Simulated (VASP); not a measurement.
Input of a VASP 6.6.1 run:

The input POSCAR:

```
BaF2
1.0
    0.0000000000      3.1281354095      3.1281354095
    3.1281354095      0.0000000000      3.1281354095
    3.1281354095      3.1281354095      0.0000000000
Ba F
1 2
Direct
    0.0000000000      0.0000000000      0.0000000000
    0.2500000000      0.2500000000      0.2500000000
    0.7500000000      0.7500000000      0.7500000000
```

The input INCAR.step1:

```
SYSTEM = BaF2
ALGO     = Normal         ! electronic algorithm
EDIFF    = 1E-8           ! SCF threshold, eV
ENCUT    = 500            ! plane-wave cutoff, eV
GGA      = PE             ! functional
ISMEAR   = 0              ! smearing method
LASPH    = .TRUE.         ! aspherical terms in the spheres
LCHARG   = .FALSE.        ! write CHGCAR
LREAL    = .FALSE.        ! projectors in reciprocal space
LWAVE    = .TRUE.         ! write WAVECAR
NELM     = 80             ! most SCF steps
PREC     = Accurate       ! precision mode
SIGMA    = 0.01           ! smearing width, eV
```

Contents of INCAR.step2:

```
SYSTEM = BaF2
ALGO     = Exact          ! electronic algorithm
EDIFF    = 1E-8           ! SCF threshold, eV
ENCUT    = 500            ! plane-wave cutoff, eV
GGA      = PE             ! functional
ISMEAR   = 0              ! smearing method
ISTART   = 1            
LASPH    = .TRUE.         ! aspherical terms in the spheres
LCHARG   = .FALSE.        ! write CHGCAR
LOPTICS  = .TRUE.         ! frequency-dependent dielectric function
LREAL    = .FALSE.        ! projectors in reciprocal space
LWAVE    = .TRUE.         ! write WAVECAR
NBANDS   = 267            ! bands
NELM     = 1              ! most SCF steps
PREC     = Accurate       ! precision mode
SIGMA    = 0.01           ! smearing width, eV
```

Contents of INCAR.step3:

```
SYSTEM = BaF2
ALGO     = EVGW0          ! electronic algorithm
EDIFF    = 1E-8           ! SCF threshold, eV
ENCUT    = 500            ! plane-wave cutoff, eV
ENCUTGW  = 150.0          ! cutoff of the response function
GGA      = PE             ! functional
ISMEAR   = 0              ! smearing method
ISTART   = 1            
LASPH    = .TRUE.         ! aspherical terms in the spheres
LCHARG   = .FALSE.        ! write CHGCAR
LREAL    = .FALSE.        ! projectors in reciprocal space
LWAVE    = .FALSE.        ! write WAVECAR
NBANDS   = 267            ! bands
NBANDSGW = 20           
NELMGW   = 1            
NOMEGA   = 48             ! frequency points
PREC     = Accurate       ! precision mode
PRECFOCK = Fast         
SIGMA    = 0.01           ! smearing width, eV
```

KPOINTS

```
k-points
0
G
  4 4 4
  0 0 0
```

Potentials or basis: VASP PAW PBE potentials, release 64 (Ba_sv_GW, F_GW).

Launch:

```bash
$ cat potpaw_PBE.64/Ba_sv_GW/POTCAR potpaw_PBE.64/F_GW/POTCAR > POTCAR
$ cp INCAR.step1 INCAR
$ mpirun -np 1 vasp_std > vasp.out
$ cp INCAR.step2 INCAR
$ mpirun -np 1 vasp_std > vasp.out
$ cp INCAR.step3 INCAR
$ mpirun -np 1 vasp_std > vasp.out
```

Predict the quasiparticle gap.

9.41 eV.

Estimate the least direct quasiparticle gap.

9.50 eV.

Predict the band gap of the starting levels on the mesh.

6.71 eV.

Estimate the least direct gap of the starting levels on the mesh.

6.79 eV.

Caveat: the k points lie up to 0.43 Å⁻¹ apart; bands, screening cutoff and mesh are small and nothing is extrapolated, so the quasiparticle values aren't converged; spin-orbit coupling is left out, which moves the levels of the heavy elements.
